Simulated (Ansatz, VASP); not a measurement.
One calculation of SiNi3, two programs

Contents of INCAR:

```
SYSTEM = SiNi3
  PREC = Accurate
  ENCUT = 600
  EDIFF = 1E-6
  ISMEAR = 0
  SIGMA = 0.1
  LREAL = .FALSE.
  LASPH = .TRUE.
  NELM = 120
  ALGO = Normal
  ISIF = 2
  LWAVE = .FALSE.
  LCHARG = .TRUE.
  GGA = PS
  LELF = .TRUE.
  LVHAR = .TRUE.
  NBANDS = 25
  GGA_COMPAT = .FALSE.
```

The input KPOINTS:

```
Automatic mesh
0
G
  4 4 4
  0 0 0
```

File POSCAR:

```
SiNi3
1.0
    3.4613050234      0.0000000000      0.0000000000
    0.0000000000      3.4613050234      0.0000000000
    0.0000000000      0.0000000000      3.4613050234
Si Ni
1 3
Direct
    0.0000000000      0.0000000000      0.0000000000
    0.0000000000      0.5000000000      0.5000000000
    0.5000000000      0.5000000000      0.0000000000
    0.5000000000      0.0000000000      0.5000000000
```

Input for Ansatz:

```yaml
crystal:
  lattice:
    - [3.4613050234, 0.0, 0.0]
    - [0.0, 3.4613050234, 0.0]
    - [0.0, 0.0, 3.4613050234]
  atoms:
    - { symbol: Si, position: [0.0, 0.0, 0.0] }
    - { symbol: Ni, position: [0.0, 0.5, 0.5] }
    - { symbol: Ni, position: [0.5, 0.5, 0.0] }
    - { symbol: Ni, position: [0.5, 0.0, 0.5] }
basis:
  ecutwfc: 420
kpoints:
  mp_grid: { grid: [4, 4, 4] }
hamiltonian:
  xc: pbesol
  pseudopotentials: { kind: paw, azcp: { folder: soft_1 } }
scf:
  occupations: { method: gaussian, width: 0.1 }
output:
  forces: true
  stress: true
  eigenvalues: true
```

Alike in both runs: task single point; functional PBEsol; k mesh 4 × 4 × 4; occupations gaussian, width 0.1 eV; no spin polarisation.

|  | VASP | Ansatz |
| --- | --- | --- |
| version | VASP 6.6.1 | Ansatz 0.2.0 |
| potentials or method | VASP PAW PBE potentials, release 64 (Si, Ni), cutoff 600 eV | scalar-relativistic, plane waves, PAW |
| valence electrons in the cell | 34 | 58 |

```tsv
	VASP	Ansatz	Ansatz less VASP
gap on the k mesh at the Fermi level (eV)	none	none	-
pressure (GPa)	0.1	0.1	+0.05
```

VASP's potentials were made for PBE, not for PBEsol, and Ansatz warns of the same on its side. A gap of «none» marks a metal or a gap that the smearing closes. VASP's potentials hold 34 valence electrons a cell and Ansatz's 58, so a difference there can come from the potentials and not from the codes.

The k mesh is coarse, so the values compare programs but aren't converged.
